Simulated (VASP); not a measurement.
# Au (P1) in VASP: a series of runs, part 2 of 2

VASP 6.6.1.

## (3) Single point, LDA

INCAR reads:

```
PREC     = Accurate       # precision mode
ENCUT    = 520            # plane-wave cutoff, eV
EDIFF    = 1E-6           # SCF threshold, eV
ISMEAR   = -1             # smearing method
SIGMA    = 0.08           # smearing width, eV
LREAL    = F              # projectors in reciprocal space
LASPH    = T              # aspherical terms in the spheres
NELM     = 60             # most SCF steps
ALGO     = Normal         # electronic algorithm
ISIF     = 2              # what is computed and relaxed
LWAVE    = F              # write WAVECAR
LCHARG   = F              # write CHGCAR
GGA      = CA             # functional
NBANDS   = 30             # bands
```

KPOINTS reads:

```
Automatic mesh
0
Gamma
  4 4 8
```

POSCAR reads:

```
Au
1.0
    0.0000000000      4.0700000000      4.0700000000
    4.0700000000      0.0000000000      4.0700000000
    2.0350000000      2.0350000000      0.0000000000
Au
4
Direct
    0.0010910319     -0.0169251843      0.0496140049
    0.0257793612      0.5033722359     -0.0555012285
    0.4938798526     -0.0055857494     -0.0052697789
    0.5014303440      0.5054433661      0.0234857494
```

Potentials or basis: VASP PAW LDA potentials, release 64 (Au).

On the command line:

```
> cat potpaw_LDA.64/Au/POTCAR > POTCAR
> mpirun -np 1 vasp_std > vasp.out
```

OUTCAR:

```text
PREC = Accurate
   ENCUT = 520
   EDIFF = 1E-6
   ISMEAR = -1
   LREAL = F
   LASPH = T
   NELM = 60
   ISIF = 2
   GGA = CA

 ion  position               nearest neighbor table
   1  0.001  0.983  0.050-   2 2.67   3 2.79   4 2.82   3 2.82   2 2.85   2 2.93   3 2.94   4 2.94
                             3 2.97   2 3.09
   2  0.026  0.503  0.944-   1 2.67   4 2.70   3 2.82   1 2.85   4 2.86   4 2.91   1 2.93   3 2.95
                             4 3.06   1 3.09
   3  0.494  0.994  0.995-   4 2.75   1 2.79   2 2.82   1 2.82   4 2.87   4 2.89   1 2.94   2 2.95
                             1 2.97   4 3.01
   4  0.501  0.505  0.023-   2 2.70   3 2.75   1 2.82   2 2.86   3 2.87   3 2.89   2 2.91   1 2.94
                             3 3.01   2 3.06

  LATTYP: Found a base centered orthorhombic cell.
 ALAT       =     5.7558491989
 B/A-ratio  =     1.4142135624
 C/A-ratio  =     0.5000000000

  Lattice vectors:

 A1 = (  -2.0350000000,   2.0350000000,  -4.0700000000)
 A2 = (  -2.0350000000,   2.0350000000,   4.0700000000)
 A3 = (   2.0350000000,   2.0350000000,   0.0000000000)

Analysis of symmetry for initial positions (statically):
=====================================================================
 Subroutine PRICEL returns:
 Original cell was already a primitive cell.

 Routine SETGRP: Setting up the symmetry group for a
 base centered orthorhombic supercell.

 Subroutine GETGRP returns: Found  1 space group operations
 (whereof  1 operations were pure point group operations)
 out of a pool of  8 trial point group operations.

The static configuration has the point symmetry C_1 .

Analysis of symmetry for dynamics (positions and initial velocities):
=====================================================================
 Subroutine PRICEL returns:
 Original cell was already a primitive cell.

 Routine SETGRP: Setting up the symmetry group for a
 base centered orthorhombic supercell.

 Subroutine GETGRP returns: Found  1 space group operations
 (whereof  1 operations were pure point group operations)
 out of a pool of  8 trial point group operations.

The dynamic configuration has the point symmetry C_1 .

 Subroutine INISYM returns: Found  1 space group operations
 (whereof  1 operations are pure point group operations),
 and found     1 'primitive' translations

----------------------------------------------------------------------------------------

                                     Primitive cell

  volume of cell :      67.4191

  direct lattice vectors                    reciprocal lattice vectors
     0.000000000  4.070000000  4.070000000    -0.122850123  0.122850123  0.122850123
     4.070000000  0.000000000  4.070000000     0.122850123 -0.122850123  0.122850123
     2.035000000  2.035000000  0.000000000     0.245700246  0.245700246 -0.245700246

  length of vectors
     5.755849199  5.755849199  2.877924599     0.212782654  0.212782654  0.425565309

  position of ions in fractional coordinates (direct lattice)
     0.001091032  0.983074816  0.049614005
     0.025779361  0.503372236  0.944498772
     0.493879853  0.994414251  0.994730221
     0.501430344  0.505443366  0.023485749

  ion indices of the primitive-cell ions
   primitive index   ion index
                 1           1
                 2           2
                 3           3
                 4           4

----------------------------------------------------------------------------------------

 KPOINTS: Automatic mesh

Automatic generation of k-mesh.
 Grid dimensions read from file:
 generate k-points for:    4    4    8

 Generating k-lattice:

  Cartesian coordinates                     Fractional coordinates (reciprocal lattice)
    -0.030712531  0.030712531  0.030712531     0.250000000  0.000000000  0.000000000
     0.030712531 -0.030712531  0.030712531     0.000000000  0.250000000  0.000000000
     0.030712531  0.030712531 -0.030712531     0.000000000  0.000000000  0.125000000

  Length of vectors
     0.053195664  0.053195664  0.053195664

  Shift w.r.t. Gamma in fractional coordinates (k-lattice)
     0.000000000  0.000000000  0.000000000

 Subroutine IBZKPT returns following result:
 ===========================================

 Found     68 irreducible k-points:

 Following reciprocal coordinates:
            Coordinates               Weight
  0.000000  0.000000  0.000000      1.000000
  0.250000  0.000000  0.000000      2.000000
  0.000000 -0.250000  0.000000      2.000000
  0.500000  0.000000  0.000000      1.000000
  0.000000  0.500000  0.000000      1.000000
  0.250000  0.250000  0.000000      2.000000
[... 16 lines left out ...]
  0.500000  0.500000  0.125000      2.000000
 -0.250000 -0.250000  0.125000      2.000000
 [... further k-points ...]
   k-points           NKPTS =     68   k-points in BZ     NKDIM =     68   number of bands    NBANDS=     30
   number of dos      NEDOS =    301   number of ions     NIONS =      4
   total plane-waves  NPLWV =  55296
   dimension x,y,z NGX =    48 NGY =   48 NGZ =   24
   dimension x,y,z NGXF=    96 NGYF=   96 NGZF=   48
   ions per type =               4
   NGX,Y,Z   is equivalent  to a cutoff of  13.86, 13.86, 13.86 a.u.
   NGXF,Y,Z  is equivalent  to a cutoff of  27.73, 27.73, 27.73 a.u.
 SYSTEM =  unknown system
   PREC   = accura    normal or accurate (medium, high low for compatibility)
   ISTART =      0    job   : 0-new  1-cont  2-samecut
   ICHARG =      2    charge: 1-file 2-atom 10-const
   ISPIN  =      1    spin polarized calculation?
   LNONCOLLINEAR =      F non collinear calculations
   LSORBIT =      F    spin-orbit coupling
   LASPH  =      T    aspherical Exc in radial PAW
   ENCUT  =  520.0 eV  38.22 Ry    6.18 a.u.  10.70 10.70  5.35*2*pi/ulx,y,z
   NELM   =     60;   NELMIN=  2; NELMDL= -5     # of ELM steps
   EDIFF  = 0.1E-05   stopping-criterion for ELM
   LREAL  =      F    real-space projection
   EDIFFG = 0.1E-04   stopping-criterion for IOM
   NSW    =      0    number of steps for IOM
   IBRION =     -1    ionic relax: 0-MD 1-quasi-New 2-CG
   NFREE  =      0    steps in history (QN), initial steepest desc. (CG)
   ISIF   =      2    stress and relaxation
   ISYM   =      2    0-nonsym 1-usesym 2-fastsym
   POTIM  = 0.5000    time-step for ionic-motion
   TEBEG  =    0.0;   TEEND  =   0.0 temperature during run
   PSTRESS=    0.0 pullay stress
   NELECT =      44.0000    total number of electrons
   NUPDOWN=      -1.0000    fix difference up-down
   EMIN   =  10.00;   EMAX   =-10.00  energy-range for DOS
   EFERMI =   0.00;   METHOD = LEGACY
   ISMEAR =    -1;   SIGMA  =   0.08  broadening in eV -4-tet -1-fermi 0-gaus
   EFERMI_NEDOS =   21; number of points for ismear=-14 and -15
   IALGO  =     38    algorithm
   IMIX   =      4    mixing-type and parameters
     AMIX     =   0.40;   BMIX     =  1.00
     AMIX_MAG =   1.60;   BMIX_MAG =  1.00
  volume/ion in A,a.u.               =      16.85       113.74
  Fermi-wavevector in a.u.,A,eV,Ry     =   1.420032  2.683470 27.436005  2.016489
  Thomas-Fermi vector in A             =   2.540990
   LORBIT       =      0    0 simple, 1 ext, 2 COOP (PROOUT), +10 PAW based schemes
   GGA     = CA    functional components
   LHFCALC =     F    Hartree Fock is set to
   AEXX    =    0.0000 exact exchange contribution
   IVDW    =     0    specifies the selected vdW correction
   LEPSILON=     F    determine dielectric tensor
   LRPA    =     F    only Hartree local field effects (RPA)
 non-spin polarized calculation
  energy-cutoff  :      520.00
  volume of cell :       67.42
 maximum number of plane-waves:      1848
 NGX is ok and might be reduce to    48
   NGX = 21   NGY = 21   NGZ = 11

 number of electron      44.0000002 magnetization

 Free energy of the ion-electron system (eV)
  ---------------------------------------------------
  ext. energy  EPLUGINS =         0.00000000
  ---------------------------------------------------
  free energy    TOTEN  =       -17.43342793 eV

  energy without entropy =      -17.38486775  energy(sigma->0) =      -17.40914784

 E-fermi :   9.4588     XC(G=0): -13.0346

 val. band max:        9.4309695392   @ k =   0.5000   0.5000   0.5000
 cond. band min:       9.5056890596   @ k =  -0.2500   0.5000   0.5000
 fundamental gap:      0.0747195205
 Fermi energy:         9.4587789138

 k-point     1 :       0.0000    0.0000    0.0000
  band No.  band energies     occupation
      1      -0.5767      2.00000
      2       1.9943      2.00000
      3       2.0044      2.00000
      4       2.2489      2.00000
      5       2.5758      2.00000
      6       4.5310      2.00000
[... 781 lines left out ...]
     29      21.4945      0.00000
     30      22.4446      0.00000

 [... further k-points ...]
[... 5 lines left out ...]
  --------------------------------------------------------------------------------------
  -------------------------------------------------------------------------------------
  Total        0.1065783      0.1180715      0.9253592     -0.4751972     -0.4477510     -0.1381176
  in kB        2.5327720      2.8059019     21.9906313    -11.2927888    -10.6405461     -3.2822867
  external PRESSURE =       9.1097684 kB  Pullay stress =       0.0000000 kB

 VOLUME and BASIS-vectors are now :
 -----------------------------------------------------------------------------
  energy-cutoff  :      520.00
  volume of cell :       67.42
      direct lattice vectors                 reciprocal lattice vectors
     0.000000000  4.070000000  4.070000000    -0.122850123  0.122850123  0.122850123
     4.070000000  0.000000000  4.070000000     0.122850123 -0.122850123  0.122850123
     2.035000000  2.035000000  0.000000000     0.245700246  0.245700246 -0.245700246

 POSITION                                       TOTAL-FORCE (eV/Angst)
 -----------------------------------------------------------------------------------
      4.10208      0.10540      4.00555         0.418510     -1.051860      0.618034
      3.97078      2.02698      2.15365         0.413655      0.312386     -1.425941
      6.07154      4.03437      6.05736         0.223008      0.275874      0.437521
      2.10495      2.08862      4.09798        -1.055173      0.463600      0.370386
 -----------------------------------------------------------------------------------
    total drift:                               -0.000012      0.000001     -0.000011

  FREE ENERGIE OF THE ION-ELECTRON SYSTEM (eV)
  ---------------------------------------------------
  free  energy   TOTEN  =       -17.4334279284 eV

  energy  without entropy=      -17.3848677521  energy(sigma->0) =      -17.40914784
```

It took 52 s on 1 thread of Intel Xeon 6975P-C (Granite Rapids), shared host; peak memory 0.24 GiB.

What came out:

| Item | Value |
| --- | --- |
| Free energy | -17.4334 eV |
| Pressure | 0.9 GPa |
| Largest force | 1.517 eV/Å |
| Band gap on the k mesh | zero (band 22 reaches 12.07 eV, above the bottom of band 23 at 7.51 eV) |

Forces in eV/Å, atoms in the order of the input:
```
Au   0.419 -1.052  0.618
Au   0.414  0.312 -1.426
Au   0.223  0.276  0.438
Au  -1.055  0.464  0.370
```

Stress tensor (GPa, compression positive):
```
 0.25 -1.13 -0.33
-1.13  0.28 -1.06
-0.33 -1.06  2.20
```

Caveat: spin-orbit coupling is left out, which moves the levels of the heavy elements; forces of over 1 eV/Å act on the atoms, so gaps and moduli don't describe the material at rest.
